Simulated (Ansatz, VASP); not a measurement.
## Li2S in VASP and in Ansatz

```
Li S
1.0
     3.99847    0.00000    0.00000
     1.99923    3.46277    0.00000
     1.99923    1.15426    3.26473
Li S
2 1
Cartesian
  1.9992 1.1543 0.8162
  5.9977 3.4628 2.4486
  0.0000 0.0000 0.0000
```

Alike in both runs: functional PBEsol; k mesh 6 × 6 × 6; no spin polarisation.

Ansatz relaxed the structure, and its values are those at the end. VASP's run is a single point on that final structure, the one shown.

```csv
,VASP,Ansatz
version,VASP 6.6.1,Ansatz 0.2.0
potentials or method,"VASP PAW PBE potentials, release 64 (Li_sv, S), cutoff 750 eV","plane waves, PAW"
occupations,"gaussian, width 0.01 eV",fixed
valence electrons in the cell,12,12
```

|  | VASP | Ansatz | Ansatz less VASP |
| --- | --- | --- | --- |
| pressure (GPa) | 0.0 | 0.0 | +0.05 |

VASP's potentials were made for PBE, not for PBEsol.
